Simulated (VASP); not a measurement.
# Cd3TeSe2 (P6_3mc) in VASP: further runs

Runs on Cd3TeSe2. Level: PBE. Tasks: single point.

Program: VASP 6.6.1. These are calculated values, not measurements. Logs are shortened: lines on timing, memory, paths and dates and some standing lists are left out, and cuts for length are marked.

## (1) The cell of the first run

The structure is hexagonal, space group P6_3mc (No. 186). Conventional cell: a = 4.245 Å, b = 4.245 Å, c = 20.897 Å, α = 90.00°, β = 90.00°, γ = 120.00°. Within 3.4 Å of Cd (site symmetry 3m) lie 3 Te at 2.60 Å and 1 Se at 2.61 Å. Within 3.4 Å of Cd (site symmetry 3m) lie 3 Se at 2.60 Å and 1 Te at 2.61 Å. Cd (site symmetry 3m) has 4 Se at 2.60 to 2.61 Å within 3.4 Å. Within 3.4 Å of Te (site symmetry 3m) lie 4 Cd at 2.60 to 2.61 Å. Se (site symmetry 3m) has 4 Cd at 2.60 to 2.61 Å within 3.4 Å. Se (site symmetry 3m) has 4 Cd at 2.60 to 2.61 Å within 3.4 Å.

## (2) Single point, PBE

INCAR reads:

```
SYSTEM = Cd3TeSe2
ALGO = Normal
EDIFF = 1E-6
ENCUT = 520
GGA = PE
ISIF = 2
ISMEAR = 0
LASPH = .True.
LCHARG = .False.
LREAL = .False.
LWAVE = .False.
NBANDS = 66
NELM = 60
PREC = Accurate
SIGMA = 0.1
```

KPOINTS reads:

```
k-points
0
Gamma
  6 6 1
  0 0 0
```

POSCAR reads:

```
Cd3TeSe2
1.0
    4.2452305300      0.0000000000      0.0000000000
   -2.1226152700      3.6764774900      0.0000000000
    0.0000000000      0.0000000000     20.8971839900
Cd Te Se
6 2 4
Direct
    0.3333333300      0.6666666700      0.0001215200
    0.3333333300      0.6666666700      0.3334548500
    0.3333333300      0.6666666700      0.6667881900
    0.6666666700      0.3333333300      0.1667881900
    0.6666666700      0.3333333300      0.5001215200
    0.6666666700      0.3333333300      0.8334548500
    0.3333333300      0.6666666700      0.4582118100
    0.6666666700      0.3333333300      0.9582118100
    0.3333333300      0.6666666700      0.1248784800
    0.3333333300      0.6666666700      0.7915451400
    0.6666666700      0.3333333300      0.2915451400
    0.6666666700      0.3333333300      0.6248784800
```

Potentials or basis: VASP PAW PBE potentials, release 64 (Cd, Te, Se).

The run is started by

```
$ cat potpaw_PBE.64/Cd/POTCAR potpaw_PBE.64/Te/POTCAR potpaw_PBE.64/Se/POTCAR > POTCAR
$ mpirun -np 1 vasp_std > vasp.out
```

OUTCAR:

```text
SYSTEM = Cd3TeSe2
   EDIFF = 1E-6
   ENCUT = 520
   GGA = PE
   ISIF = 2
   ISMEAR = 0
   LASPH = .True.
   LREAL = .False.
   NELM = 60
   PREC = Accurate

 ion  position               nearest neighbor table
   1  0.333  0.667  0.000-   8 2.60   8 2.60   8 2.60   9 2.61
   2  0.333  0.667  0.333-  11 2.60  11 2.60  11 2.60   7 2.61
   3  0.333  0.667  0.667-  12 2.60  12 2.60  12 2.60  10 2.61
   4  0.667  0.333  0.167-   9 2.60   9 2.60   9 2.60  11 2.61
   5  0.667  0.333  0.500-   7 2.60   7 2.60   7 2.60  12 2.61
   6  0.667  0.333  0.833-  10 2.60  10 2.60  10 2.60   8 2.61
   7  0.333  0.667  0.458-   5 2.60   5 2.60   5 2.60   2 2.61
   8  0.667  0.333  0.958-   1 2.60   1 2.60   1 2.60   6 2.61
   9  0.333  0.667  0.125-   4 2.60   4 2.60   4 2.60   1 2.61
  10  0.333  0.667  0.792-   6 2.60   6 2.60   6 2.60   3 2.61
  11  0.667  0.333  0.292-   2 2.60   2 2.60   2 2.60   4 2.61
  12  0.667  0.333  0.625-   3 2.60   3 2.60   3 2.60   5 2.61

  LATTYP: Found a hexagonal cell.
 ALAT       =     4.2452305300
 C/A-ratio  =     4.9225086464

  Lattice vectors:

 A1 = (   4.2452305300,   0.0000000000,   0.0000000000)
 A2 = (  -2.1226152700,   3.6764774900,   0.0000000000)
 A3 = (   0.0000000000,   0.0000000000,  20.8971839900)

Analysis of symmetry for initial positions (statically):
=====================================================================
 Subroutine PRICEL returns:
 Original cell was already a primitive cell.

 Routine SETGRP: Setting up the symmetry group for a
 hexagonal supercell.

 Subroutine GETGRP returns: Found 12 space group operations
 (whereof  6 operations were pure point group operations)
 out of a pool of 24 trial point group operations.

The static configuration has the point symmetry C_3v.
 The point group associated with its full space group is C_6v.

Analysis of symmetry for dynamics (positions and initial velocities):
=====================================================================
 Subroutine PRICEL returns:
 Original cell was already a primitive cell.

 Routine SETGRP: Setting up the symmetry group for a
 hexagonal supercell.

 Subroutine GETGRP returns: Found 12 space group operations
 (whereof  6 operations were pure point group operations)
 out of a pool of 24 trial point group operations.

The dynamic configuration has the point symmetry C_3v.
 The point group associated with its full space group is C_6v.

 Subroutine INISYM returns: Found 12 space group operations
 (whereof  6 operations are pure point group operations),
 and found     1 'primitive' translations

----------------------------------------------------------------------------------------

                                     Primitive cell

  volume of cell :     326.1527

  direct lattice vectors                    reciprocal lattice vectors
     4.245230530  0.000000000  0.000000000     0.235558468  0.135999745  0.000000000
    -2.122615270  3.676477490  0.000000000     0.000000000  0.271999489  0.000000000
     0.000000000  0.000000000 20.897183990     0.000000000  0.000000000  0.047853338

  length of vectors
     4.245230530  4.245230538 20.897183990     0.271999490  0.271999489  0.047853338

  position of ions in fractional coordinates (direct lattice)
     0.333333330  0.666666670  0.000121520
     0.333333330  0.666666670  0.333454850
     0.333333330  0.666666670  0.666788190
     0.666666670  0.333333330  0.166788190
     0.666666670  0.333333330  0.500121520
     0.666666670  0.333333330  0.833454850
     0.333333330  0.666666670  0.458211810
     0.666666670  0.333333330  0.958211810
     0.333333330  0.666666670  0.124878480
     0.333333330  0.666666670  0.791545140
     0.666666670  0.333333330  0.291545140
     0.666666670  0.333333330  0.624878480

  ion indices of the primitive-cell ions
   primitive index   ion index
                 1           1
                 2           2
                 3           3
                 4           4
                 5           5
                 6           6
                 7           7
                 8           8
                 9           9
                10          10
                11          11
                12          12

----------------------------------------------------------------------------------------

 KPOINTS: k-points

Automatic generation of k-mesh.
 Grid dimensions read from file:
 generate k-points for:    6    6    1

 Generating k-lattice:

  Cartesian coordinates                     Fractional coordinates (reciprocal lattice)
     0.039259745  0.022666624  0.000000000     0.166666667  0.000000000  0.000000000
     0.000000000  0.045333248  0.000000000     0.000000000  0.166666667  0.000000000
     0.000000000  0.000000000  0.047853338     0.000000000  0.000000000  1.000000000

  Length of vectors
     0.045333248  0.045333248  0.047853338

  Shift w.r.t. Gamma in fractional coordinates (k-lattice)
     0.000000000  0.000000000  0.000000000

 Subroutine IBZKPT returns following result:
 ===========================================

 Found      7 irreducible k-points:

 Following reciprocal coordinates:
            Coordinates               Weight
  0.000000  0.000000  0.000000      1.000000
  0.166667  0.000000  0.000000      6.000000
  0.333333 -0.000000  0.000000      6.000000
  0.500000 -0.000000  0.000000      3.000000
  0.166667  0.166667  0.000000      6.000000
  0.333333  0.166667  0.000000     12.000000
  0.333333  0.333333  0.000000      2.000000
   k-points           NKPTS =      7   k-points in BZ     NKDIM =      7   number of bands    NBANDS=     66
   number of dos      NEDOS =    301   number of ions     NIONS =     12
   total plane-waves  NPLWV = 163840
   dimension x,y,z NGX =    32 NGY =   32 NGZ =  160
   dimension x,y,z NGXF=    64 NGYF=   64 NGZF=  320
   ions per type =               6   2   4
   NGX,Y,Z   is equivalent  to a cutoff of  12.53, 12.53, 12.73 a.u.
   NGXF,Y,Z  is equivalent  to a cutoff of  25.06, 25.06, 25.46 a.u.
 SYSTEM =  Cd3TeSe2
   PREC   = accura    normal or accurate (medium, high low for compatibility)
   ISTART =      0    job   : 0-new  1-cont  2-samecut
   ICHARG =      2    charge: 1-file 2-atom 10-const
   ISPIN  =      1    spin polarized calculation?
   LNONCOLLINEAR =      F non collinear calculations
   LSORBIT =      F    spin-orbit coupling
   LASPH  =      T    aspherical Exc in radial PAW
   ENCUT  =  520.0 eV  38.22 Ry    6.18 a.u.   7.89  7.89 38.85*2*pi/ulx,y,z
   NELM   =     60;   NELMIN=  2; NELMDL= -5     # of ELM steps
   EDIFF  = 0.1E-05   stopping-criterion for ELM
   LREAL  =      F    real-space projection
   EDIFFG = 0.1E-04   stopping-criterion for IOM
   NSW    =      0    number of steps for IOM
   IBRION =     -1    ionic relax: 0-MD 1-quasi-New 2-CG
   NFREE  =      0    steps in history (QN), initial steepest desc. (CG)
   ISIF   =      2    stress and relaxation
   ISYM   =      2    0-nonsym 1-usesym 2-fastsym
   POTIM  = 0.5000    time-step for ionic-motion
   TEBEG  =    0.0;   TEEND  =   0.0 temperature during run
   PSTRESS=    0.0 pullay stress
   NELECT =     108.0000    total number of electrons
   NUPDOWN=      -1.0000    fix difference up-down
   EMIN   =  10.00;   EMAX   =-10.00  energy-range for DOS
   EFERMI =   0.00;   METHOD = LEGACY
   ISMEAR =     0;   SIGMA  =   0.10  broadening in eV -4-tet -1-fermi 0-gaus
   EFERMI_NEDOS =   21; number of points for ismear=-14 and -15
   IALGO  =     38    algorithm
   IMIX   =      4    mixing-type and parameters
     AMIX     =   0.40;   BMIX     =  1.00
     AMIX_MAG =   1.60;   BMIX_MAG =  1.00
  volume/ion in A,a.u.               =      27.18       183.42
  Fermi-wavevector in a.u.,A,eV,Ry     =   1.132598  2.140300 17.453255  1.282778
  Thomas-Fermi vector in A             =   2.269299
   LORBIT       =      0    0 simple, 1 ext, 2 COOP (PROOUT), +10 PAW based schemes
   GGA     = PE    functional components
   LHFCALC =     F    Hartree Fock is set to
   AEXX    =    0.0000 exact exchange contribution
   IVDW    =     0    specifies the selected vdW correction
   LEPSILON=     F    determine dielectric tensor
   LRPA    =     F    only Hartree local field effects (RPA)
 non-spin polarized calculation
 Gauss-broadening in eV      SIGMA  =   0.10
  energy-cutoff  :      520.00
  volume of cell :      326.15
 maximum number of plane-waves:      8850
 NGX is ok and might be reduce to    32
   NGX = 15   NGY = 15   NGZ = 77

 number of electron     108.0000015 magnetization

 Free energy of the ion-electron system (eV)
  ---------------------------------------------------
  ext. energy  EPLUGINS =         0.00000000
  ---------------------------------------------------
  free energy    TOTEN  =       -29.52092301 eV

  energy without entropy =      -29.52092301  energy(sigma->0) =      -29.52092301

 E-fermi :   2.8793     XC(G=0):  -9.2324

 val. band max:        2.5060571134   @ k =   0.0000   0.0000   0.0000
 cond. band min:       3.2432580003   @ k =   0.0000   0.0000   0.0000
 fundamental gap:      0.7372008870
 Fermi energy:         2.8792515409

 k-point     1 :       0.0000    0.0000    0.0000
  band No.  band energies     occupation
      1     -10.5600      2.00000
      2     -10.5266      2.00000
      3     -10.3662      2.00000
      4     -10.3239      2.00000
      5      -9.5370      2.00000
      6      -9.5306      2.00000
[... 58 lines left out ...]
     65       7.6397      0.00000
     66       7.8764      0.00000

 k-point     2 :       0.1667    0.0000    0.0000
  band No.  band energies     occupation
      1     -10.4742      2.00000
      2     -10.4473      2.00000
      3     -10.3013      2.00000
      4     -10.2691      2.00000
      5      -9.4397      2.00000
      6      -9.4368      2.00000
[... 58 lines left out ...]
     65       7.7442      0.00000
     66       8.0730      0.00000

 k-point     3 :       0.3333   -0.0000    0.0000
  band No.  band energies     occupation
      1     -10.2943      2.00000
      2     -10.2803      2.00000
      3     -10.1800      2.00000
      4     -10.1652      2.00000
      5      -9.2452      2.00000
      6      -9.2443      2.00000
[... 58 lines left out ...]
     65       7.6087      0.00000
     66       8.1194      0.00000

 k-point     4 :       0.5000   -0.0000    0.0000
  band No.  band energies     occupation
      1     -10.1950      2.00000
      2     -10.1871      2.00000
      3     -10.1297      2.00000
      4     -10.1220      2.00000
      5      -9.1490      2.00000
      6      -9.1479      2.00000
[... 58 lines left out ...]
     65       7.2494      0.00000
     66       8.3206      0.00000

 k-point     5 :       0.1667    0.1667    0.0000
  band No.  band energies     occupation
      1     -10.3410      2.00000
      2     -10.3238      2.00000
      3     -10.2090      2.00000
      4     -10.1902      2.00000
      5      -9.2937      2.00000
      6      -9.2934      2.00000
[... 58 lines left out ...]
     65       7.4487      0.00000
     66       7.5779      0.00000

 k-point     6 :       0.3333    0.1667    0.0000
  band No.  band energies     occupation
      1     -10.1964      2.00000
      2     -10.1884      2.00000
      3     -10.1304      2.00000
      4     -10.1226      2.00000
      5      -9.1505      2.00000
      6      -9.1495      2.00000
[... 58 lines left out ...]
     65       7.7278      0.00000
     66       7.9515      0.00000

 k-point     7 :       0.3333    0.3333    0.0000
  band No.  band energies     occupation
      1     -10.1303      2.00000
      2     -10.1303      2.00000
      3     -10.1197      2.00000
      4     -10.1197      2.00000
      5      -9.1044      2.00000
      6      -9.1044      2.00000
[... 58 lines left out ...]
     65       8.6069      0.00000
     66       8.6071      0.00000

------------------------ aborting loop because EDIFF is reached ----------------------------------------

  FORCE on cell =-STRESS in cart. coord.  units (eV):
  Direction    XX          YY          ZZ          XY          YZ          ZX
  --------------------------------------------------------------------------------------
  -------------------------------------------------------------------------------------
  Total       21.1929773     21.1929773     20.6562247     -0.0000000      0.0000000      0.0000000
  in kB      104.1073995    104.1073998    101.4706808     -0.0000001      0.0000000      0.0000000
  external PRESSURE =     103.2284934 kB  Pullay stress =       0.0000000 kB

 VOLUME and BASIS-vectors are now :
 -----------------------------------------------------------------------------
  energy-cutoff  :      520.00
  volume of cell :      326.15
      direct lattice vectors                 reciprocal lattice vectors
     4.245230530  0.000000000  0.000000000     0.235558468  0.135999745  0.000000000
    -2.122615270  3.676477490  0.000000000     0.000000000  0.271999489  0.000000000
     0.000000000  0.000000000 20.897183990     0.000000000  0.000000000  0.047853338

 POSITION                                       TOTAL-FORCE (eV/Angst)
 -----------------------------------------------------------------------------------
     -0.00000      2.45099      0.00254         0.000000     -0.000000      1.103049
     -0.00000      2.45099      6.96827        -0.000000     -0.000000     -1.063268
     -0.00000      2.45099     13.93400         0.000000      0.000000      0.041647
      2.12262      1.22549      3.48540        -0.000000     -0.000000      0.041647
      2.12262      1.22549     10.45113        -0.000000      0.000000      1.103049
      2.12262      1.22549     17.41686         0.000000     -0.000000     -1.063268
     -0.00000      2.45099      9.57534         0.000000     -0.000000      0.013549
      2.12262      1.22549     20.02393         0.000000      0.000000      0.013549
     -0.00000      2.45099      2.60961        -0.000000     -0.000000      0.102631
     -0.00000      2.45099     16.54106         0.000000     -0.000000     -0.197608
      2.12262      1.22549      6.09247         0.000000      0.000000     -0.197608
      2.12262      1.22549     13.05820        -0.000000     -0.000000      0.102631
 -----------------------------------------------------------------------------------
    total drift:                                0.000007     -0.000004      0.000516

  FREE ENERGIE OF THE ION-ELECTRON SYSTEM (eV)
  ---------------------------------------------------
  free  energy   TOTEN  =       -29.5209230131 eV

  energy  without entropy=      -29.5209230076  energy(sigma->0) =      -29.52092301
```

Run time: 3.9 min. Hardware: 1 thread of Intel Xeon Platinum 8259CL at 2.50GHz (Skylake/Cascade Lake), shared host; peak memory 0.48 GiB.

Results:

```
Free energy            : -29.5209 eV
Pressure               : 10.3 GPa
Largest force          : 1.103 eV/Å
Band gap on the k mesh : 0.74 eV
```

Forces on the atoms (eV/Å):
```
Cd   0.000  0.000  1.103
Cd   0.000  0.000 -1.063
Cd   0.000  0.000  0.042
Cd   0.000  0.000  0.042
Cd   0.000  0.000  1.103
Cd   0.000  0.000 -1.063
Te   0.000  0.000  0.014
Te   0.000  0.000  0.014
Se   0.000  0.000  0.103
Se   0.000  0.000 -0.198
Se   0.000  0.000 -0.198
Se   0.000  0.000  0.103
```

Levels at points of the mesh, in eV from the valence-band top:
| k point | band 50 | band 51 | band 52 | band 53 | band 54 | band 55 | band 56 | band 57 | band 58 | band 59 |
| --- | --- | --- | --- | --- | --- | --- | --- | --- | --- | --- |
| (0.00, 0.00, 0.00) | -0.23 | -0.10 | -0.10 | 0.00 | 0.00 | 0.74 | 1.82 | 2.00 | 2.10 | 2.49 |
| (0.50, 0.00, 0.00) | -1.57 | -1.49 | -1.45 | -1.33 | -1.03 | 2.15 | 2.57 | 2.76 | 2.80 | 2.95 |

Caveat: the cell stands under pressure; spin-orbit coupling is left out, which moves the levels of the heavy elements; forces of over 1 eV/Å act on the atoms, so gaps and moduli don't describe the material at rest.

## (3) Single point, PBE

This run uses another cell than the first one, of 31.72 Å³/atom.

INCAR reads:

```
PREC = Accurate
ENCUT = 520
EDIFF = 1E-6
ISMEAR = 0
SIGMA = 0.1
LREAL = False
LASPH = True
NELM = 100
ALGO = Normal
ISIF = 2
LWAVE = False
LCHARG = True
GGA = PE
LELF = True
LVHAR = True
NBANDS = 66
```

KPOINTS reads:

```
regular mesh
0
Gamma
  6 6 1
```

POSCAR reads:

```
Cd3TeSe2
1.0
    4.4735899246      0.0000000030      0.0000000000
   -2.2367949649      3.8742425193      0.0000000000
    0.0000000000      0.0000000000     21.9602481738
Cd Te Se
6 2 4
Direct
    0.3333333333      0.6666666667      0.0071379252
    0.3333333333      0.6666666667      0.3266023064
    0.3333333333      0.6666666667      0.6665220573
    0.6666666667      0.3333333333      0.1665220573
    0.6666666667      0.3333333333      0.5071379252
    0.6666666667      0.3333333333      0.8266023064
    0.3333333333      0.6666666667      0.4568814991
    0.6666666667      0.3333333333      0.9568814991
    0.3333333333      0.6666666667      0.1289070560
    0.3333333333      0.6666666667      0.7889491460
    0.6666666667      0.3333333333      0.2889491460
    0.6666666667      0.3333333333      0.6289070560
```

Potentials or basis: VASP PAW PBE potentials, release 64 (Cd, Te, Se).

The run is started by

```
$ cat potpaw_PBE.64/Cd/POTCAR potpaw_PBE.64/Te/POTCAR potpaw_PBE.64/Se/POTCAR > POTCAR
$ mpirun -np 1 vasp_std > vasp.out
```

It took 4.8 min on 1 thread of Intel Xeon Platinum 8259CL at 2.50GHz (Skylake/Cascade Lake), shared host; peak memory 0.58 GiB.

Results (log left out):

* Free energy: -31.3982 eV
* Pressure: 0.4 GPa
* Largest force: 0.017 eV/Å
* Band gap on the k mesh: 0.13 eV

Forces on the atoms (eV/Å):
```
Cd   0.000  0.000 -0.014
Cd   0.000  0.000 -0.001
Cd   0.000  0.000 -0.001
Cd   0.000  0.000 -0.001
Cd   0.000  0.000 -0.014
Cd   0.000  0.000 -0.001
Te   0.000  0.000  0.002
Te   0.000  0.000  0.002
Se   0.000  0.000  0.017
Se   0.000  0.000 -0.003
Se   0.000  0.000 -0.003
Se   0.000  0.000  0.017
```

Levels at points of the mesh, in eV from the valence-band top:
```tsv
k point	band 52	band 53	band 54	band 55	band 56	band 57
(0.00, 0.00, 0.00)	-0.03	0.00	0.00	0.13	1.31	1.33
(0.50, 0.00, 0.00)	-1.22	-0.94	-0.83	2.02	2.23	2.54
```

Caveat: spin-orbit coupling is left out, which moves the levels of the heavy elements.
